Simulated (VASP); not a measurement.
# Rb (Im-3m) in VASP: a series of runs

The runs below take Rb through single point, with LDA.

Program: VASP 6.6.1. These are calculated values, not measurements. Logs are shortened: lines on timing, memory, paths and dates and some standing lists are left out, and cuts for length are marked.

### 1 The cell of the first run

The structure is cubic, space group Im-3m (No. 229). The conventional cell has a = 5.372 Å, b = 5.372 Å, c = 5.372 Å, α = 90.00°, β = 90.00°, γ = 90.00°.

### 2 Single point, LDA

INCAR

```
SYSTEM = Rb
ALGO     = Normal         ! electronic algorithm
EDIFF    = 1E-7           ! SCF threshold, eV
ENCUT    = 520            ! plane-wave cutoff, eV
ISIF     = 2              ! what is computed and relaxed
ISMEAR   = 1              ! smearing method
LASPH    = .TRUE.         ! aspherical terms in the spheres
LCHARG   = .TRUE.         ! write CHGCAR
LELF     = .TRUE.         ! ELF
LREAL    = .FALSE.        ! projectors in reciprocal space
LVHAR    = .TRUE.       
LWAVE    = .FALSE.        ! write WAVECAR
NBANDS   = 10             ! bands
NELM     = 60             ! most SCF steps
PREC     = Accurate       ! precision mode
SIGMA    = 0.01           ! smearing width, eV
```

KPOINTS

```
k-points
0
G
  8 8 8
  0 0 0
```

POSCAR

```
Rb
1.0
   -2.6859640533      2.6859640533      2.6859640533
    2.6859640533     -2.6859640533      2.6859640533
    2.6859640533      2.6859640533     -2.6859640533
Rb
1
Direct
    0.0000000000      0.0000000000      0.0000000000
```

Potentials or basis: VASP PAW LDA potentials, release 64 (Rb_sv).

The run is started by

```
cat potpaw_LDA.64/Rb_sv/POTCAR > POTCAR
mpirun -np 1 vasp_std > vasp.out
```

OUTCAR:

```text
SYSTEM = Rb
   EDIFF = 1E-7
   ENCUT = 520
   ISIF = 2
   ISMEAR = 1
   LASPH = .TRUE.
   LREAL = .FALSE.
   NELM = 60
   PREC = Accurate

 ion  position               nearest neighbor table
   1  0.000  0.000  0.000-

  LATTYP: Found a body centered cubic cell.
 ALAT       =     5.3719281066

  Lattice vectors:

 A1 = (  -2.6859640533,   2.6859640533,   2.6859640533)
 A2 = (   2.6859640533,  -2.6859640533,   2.6859640533)
 A3 = (   2.6859640533,   2.6859640533,  -2.6859640533)

Analysis of symmetry for initial positions (statically):
=====================================================================
 Subroutine PRICEL returns:
 Original cell was already a primitive cell.

 Routine SETGRP: Setting up the symmetry group for a
 body centered cubic supercell.

 Subroutine GETGRP returns: Found 48 space group operations
 (whereof 48 operations were pure point group operations)
 out of a pool of 48 trial point group operations.

The static configuration has the point symmetry O_h .

Analysis of symmetry for dynamics (positions and initial velocities):
=====================================================================
 Subroutine PRICEL returns:
 Original cell was already a primitive cell.

 Routine SETGRP: Setting up the symmetry group for a
 body centered cubic supercell.

 Subroutine GETGRP returns: Found 48 space group operations
 (whereof 48 operations were pure point group operations)
 out of a pool of 48 trial point group operations.

The dynamic configuration has the point symmetry O_h .

 Subroutine INISYM returns: Found 48 space group operations
 (whereof 48 operations are pure point group operations),
 and found     1 'primitive' translations

----------------------------------------------------------------------------------------

                                     Primitive cell

  volume of cell :      77.5105

  direct lattice vectors                    reciprocal lattice vectors
    -2.685964053  2.685964053  2.685964053     0.000000000  0.186152901  0.186152901
     2.685964053 -2.685964053  2.685964053     0.186152901  0.000000000  0.186152901
     2.685964053  2.685964053 -2.685964053     0.186152901  0.186152901  0.000000000

  length of vectors
     4.652226208  4.652226208  4.652226208     0.263259957  0.263259957  0.263259957

  position of ions in fractional coordinates (direct lattice)
     0.000000000  0.000000000  0.000000000

  ion indices of the primitive-cell ions
   primitive index   ion index
                 1           1

----------------------------------------------------------------------------------------

 KPOINTS: k-points

Automatic generation of k-mesh.
 Grid dimensions read from file:
 generate k-points for:    8    8    8

 Generating k-lattice:

  Cartesian coordinates                     Fractional coordinates (reciprocal lattice)
     0.000000000  0.023269113  0.023269113     0.125000000  0.000000000  0.000000000
     0.023269113  0.000000000  0.023269113     0.000000000  0.125000000  0.000000000
     0.023269113  0.023269113  0.000000000     0.000000000  0.000000000  0.125000000

  Length of vectors
     0.032907495  0.032907495  0.032907495

  Shift w.r.t. Gamma in fractional coordinates (k-lattice)
     0.000000000  0.000000000  0.000000000

 Subroutine IBZKPT returns following result:
 ===========================================

 Found     29 irreducible k-points:

 Following reciprocal coordinates:
            Coordinates               Weight
  0.000000  0.000000  0.000000      1.000000
  0.125000  0.000000  0.000000     12.000000
  0.250000  0.000000  0.000000     12.000000
  0.375000  0.000000  0.000000     12.000000
  0.500000  0.000000  0.000000      6.000000
  0.125000  0.125000  0.000000     24.000000
[... 16 lines left out ...]
 -0.250000  0.250000  0.250000      6.000000
 -0.375000  0.375000  0.250000     24.000000
 [... further k-points ...]
   k-points           NKPTS =     29   k-points in BZ     NKDIM =     29   number of bands    NBANDS=     10
   number of dos      NEDOS =    301   number of ions     NIONS =      1
   total plane-waves  NPLWV =  46656
   dimension x,y,z NGX =    36 NGY =   36 NGZ =   36
   dimension x,y,z NGXF=    72 NGYF=   72 NGZF=   72
   ions per type =               1
   NGX,Y,Z   is equivalent  to a cutoff of  12.86, 12.86, 12.86 a.u.
   NGXF,Y,Z  is equivalent  to a cutoff of  25.73, 25.73, 25.73 a.u.
 SYSTEM =  Rb
   PREC   = accura    normal or accurate (medium, high low for compatibility)
   ISTART =      0    job   : 0-new  1-cont  2-samecut
   ICHARG =      2    charge: 1-file 2-atom 10-const
   ISPIN  =      1    spin polarized calculation?
   LNONCOLLINEAR =      F non collinear calculations
   LSORBIT =      F    spin-orbit coupling
   LASPH  =      T    aspherical Exc in radial PAW
   ENCUT  =  520.0 eV  38.22 Ry    6.18 a.u.   8.65  8.65  8.65*2*pi/ulx,y,z
   NELM   =     60;   NELMIN=  2; NELMDL= -5     # of ELM steps
   EDIFF  = 0.1E-06   stopping-criterion for ELM
   LREAL  =      F    real-space projection
   EDIFFG = 0.1E-05   stopping-criterion for IOM
   NSW    =      0    number of steps for IOM
   IBRION =     -1    ionic relax: 0-MD 1-quasi-New 2-CG
   NFREE  =      0    steps in history (QN), initial steepest desc. (CG)
   ISIF   =      2    stress and relaxation
   ISYM   =      2    0-nonsym 1-usesym 2-fastsym
   POTIM  = 0.5000    time-step for ionic-motion
   TEBEG  =    0.0;   TEEND  =   0.0 temperature during run
   PSTRESS=    0.0 pullay stress
   NELECT =       9.0000    total number of electrons
   NUPDOWN=      -1.0000    fix difference up-down
   EMIN   =  10.00;   EMAX   =-10.00  energy-range for DOS
   EFERMI =   0.00;   METHOD = LEGACY
   ISMEAR =     1;   SIGMA  =   0.01  broadening in eV -4-tet -1-fermi 0-gaus
   EFERMI_NEDOS =   21; number of points for ismear=-14 and -15
   IALGO  =     38    algorithm
   IMIX   =      4    mixing-type and parameters
     AMIX     =   0.40;   BMIX     =  1.00
     AMIX_MAG =   1.60;   BMIX_MAG =  1.00
  volume/ion in A,a.u.               =      77.51       523.07
  Fermi-wavevector in a.u.,A,eV,Ry     =   0.798673  1.509272  8.678857  0.637878
  Thomas-Fermi vector in A             =   1.905629
   LORBIT       =      0    0 simple, 1 ext, 2 COOP (PROOUT), +10 PAW based schemes
   GGA     = CA    functional components
   LHFCALC =     F    Hartree Fock is set to
   AEXX    =    0.0000 exact exchange contribution
   IVDW    =     0    specifies the selected vdW correction
   LEPSILON=     F    determine dielectric tensor
   LRPA    =     F    only Hartree local field effects (RPA)
 non-spin polarized calculation
 Methfessel and Paxton  Order N= 1 SIGMA  =   0.01
  energy-cutoff  :      520.00
  volume of cell :       77.51
 maximum number of plane-waves:      2112
   NGX = 17   NGY = 17   NGZ = 17

 number of electron       9.0000000 magnetization

 Free energy of the ion-electron system (eV)
  ---------------------------------------------------
  ext. energy  EPLUGINS =         0.00000000
  ---------------------------------------------------
  free energy    TOTEN  =        -1.05115734 eV

  energy without entropy =       -1.05103985  energy(sigma->0) =       -1.05111817

 E-fermi :   0.2237     XC(G=0):  -6.1029

 val. band max:        0.1590980312   @ k =   0.2500   0.2500   0.0000
 cond. band min:       0.2284569832   @ k =   0.3750   0.1250   0.0000
 fundamental gap:      0.0693589520
 Fermi energy:         0.2237398790

 k-point     1 :       0.0000    0.0000    0.0000
  band No.  band energies     occupation
      1     -28.5528      2.00000
      2     -12.6312      2.00000
      3     -12.6312      2.00000
      4     -12.6312      2.00000
      5      -2.0410      2.00000
      6       3.8830      0.00000
      7       3.8830      0.00000
      8       3.8830      0.00000
      9       4.9832      0.00000
     10       4.9832      0.00000

 k-point     2 :       0.1250    0.0000    0.0000
  band No.  band energies     occupation
      1     -28.5514      2.00000
      2     -12.6571      2.00000
      3     -12.6394      2.00000
      4     -12.6313      2.00000
      5      -1.8263      2.00000
      6       3.5782      0.00000
      7       3.6307      0.00000
      8       4.0903      0.00000
      9       4.6992      0.00000
     10       4.9290      0.00000

 k-point     3 :       0.2500    0.0000    0.0000
  band No.  band energies     occupation
      1     -28.5481      2.00000
      2     -12.7183      2.00000
      3     -12.6591      2.00000
      4     -12.6314      2.00000
      5      -1.2230      2.00000
      6       2.6870      0.00000
      7       3.1738      0.00000
      8       4.6968      0.00000
      9       4.7788      0.00000
     10       4.9311      0.00000

 k-point     4 :       0.3750    0.0000    0.0000
  band No.  band energies     occupation
      1     -28.5448      2.00000
      2     -12.7776      2.00000
      3     -12.6786      2.00000
      4     -12.6317      2.00000
      5      -0.3605      2.00000
      6       1.7754      0.00000
      7       2.8291      0.00000
      8       4.8138      0.00000
      9       5.1763      0.00000
     10       5.6572      0.00000
[... 222 lines left out ...]
 k-point    22 :       0.2500    0.2500    0.2500
  band No.  band energies     occupation
      1     -28.5429      2.00000
      2     -12.7150      2.00000
      3     -12.7150      2.00000
      4     -12.7150      2.00000
      5       1.5344      0.00000
      6       1.5344      0.00000
      7       1.5344      0.00000
      8       3.1114      0.00000
      9       5.7567      0.00000
     10       5.7567      0.00000

 k-point    23 :      -0.2500    0.2500    0.2500
  band No.  band energies     occupation
      1     -28.5439      2.00000
      2     -12.7213      2.00000
      3     -12.6892      2.00000
      4     -12.6892      2.00000
      5      -0.4798      2.00000
      6       2.4968      0.00000
      7       3.3388      0.00000
      8       3.3388      0.00000
      9       4.8748      0.00000
     10       4.9110      0.00000

 k-point    24 :      -0.3750    0.3750    0.2500
  band No.  band energies     occupation
      1     -28.5410      2.00000
      2     -12.7579      2.00000
      3     -12.7103      2.00000
      4     -12.6941      2.00000
      5       0.3016     -0.00000
      6       1.8474      0.00000
      7       3.2580      0.00000
      8       3.2751      0.00000
      9       4.4296      0.00000
     10       5.5982      0.00000

 [... further k-points ...]
[... 5 lines left out ...]
  --------------------------------------------------------------------------------------
  -------------------------------------------------------------------------------------
  Total        0.0136062      0.0136062      0.0136062     -0.0000000      0.0000000      0.0000000
  in kB        0.2812460      0.2812460      0.2812460     -0.0000000      0.0000000      0.0000000
  external PRESSURE =       0.2812460 kB  Pullay stress =       0.0000000 kB

 VOLUME and BASIS-vectors are now :
 -----------------------------------------------------------------------------
  energy-cutoff  :      520.00
  volume of cell :       77.51
      direct lattice vectors                 reciprocal lattice vectors
    -2.685964053  2.685964053  2.685964053     0.000000000  0.186152901  0.186152901
     2.685964053 -2.685964053  2.685964053     0.186152901  0.000000000  0.186152901
     2.685964053  2.685964053 -2.685964053     0.186152901  0.186152901  0.000000000

 POSITION                                       TOTAL-FORCE (eV/Angst)
 -----------------------------------------------------------------------------------
      0.00000      0.00000      0.00000        -0.000000      0.000000      0.000000
 -----------------------------------------------------------------------------------
    total drift:                               -0.000000      0.000000      0.000000

  FREE ENERGIE OF THE ION-ELECTRON SYSTEM (eV)
  ---------------------------------------------------
  free  energy   TOTEN  =        -1.0511573369 eV

  energy  without entropy=       -1.0510398452  energy(sigma->0) =       -1.05111817
```

It took 18 s on 1 thread of Intel Xeon 6975P-C, shared host; peak memory 0.17 GiB.

What came out:

```
Free energy : -1.0512 eV
Pressure    : 0.0 GPa
```

Levels at points of the mesh, in eV from the Fermi level:
```csv
k point,band 1,band 2,band 3,band 4,band 5,band 6,band 7,band 8,band 9
"(0.00, 0.00, 0.00)",-28.78,-12.85,-12.85,-12.85,-2.26,3.66,3.66,3.66,4.76
"(0.50, 0.00, 0.00)",-28.77,-13.03,-12.91,-12.86,0.10,0.92,2.48,4.44,5.42
"(0.50, 0.50, 0.50)",-28.76,-12.97,-12.97,-12.97,1.09,1.09,3.63,3.63,3.63
```

### 3 Single point, LDA

INCAR

```
SYSTEM = Rb
PREC = Accurate
ENCUT = 520
EDIFF = 1E-7
ISMEAR = 1
SIGMA = 0.03
LREAL = .False.
LASPH = .True.
NELM = 80
ALGO = Normal
ISIF = 2
LWAVE = .False.
LCHARG = .False.
GGA = CA
NBANDS = 10
```

KPOINTS

```
Automatic mesh
0
Gamma
  8 8 8
  0 0 0
```

POSCAR is that of step 2.

Potentials or basis: VASP PAW LDA potentials, release 64 (Rb_sv).

The run is started by

```
cat potpaw_LDA.64/Rb_sv/POTCAR > POTCAR
mpirun -np 1 vasp_std > vasp.out
```

Run time: 17 s. Hardware: 1 thread of Intel Xeon 6975P-C, shared host; peak memory 0.17 GiB.

The run converged. Its results:

* Free energy: -1.0514 eV
* Pressure: 0.0 GPa

Levels at points of the mesh, in eV from the Fermi level:
```tsv
k point	band 2	band 3	band 4	band 5	band 6	band 7
(0.00, 0.00, 0.00)	-12.85	-12.85	-12.85	-2.25	3.67	3.67
(0.50, 0.00, 0.00)	-13.02	-12.90	-12.85	0.11	0.93	2.49
(0.50, 0.50, 0.50)	-12.96	-12.96	-12.96	1.10	1.10	3.64
```
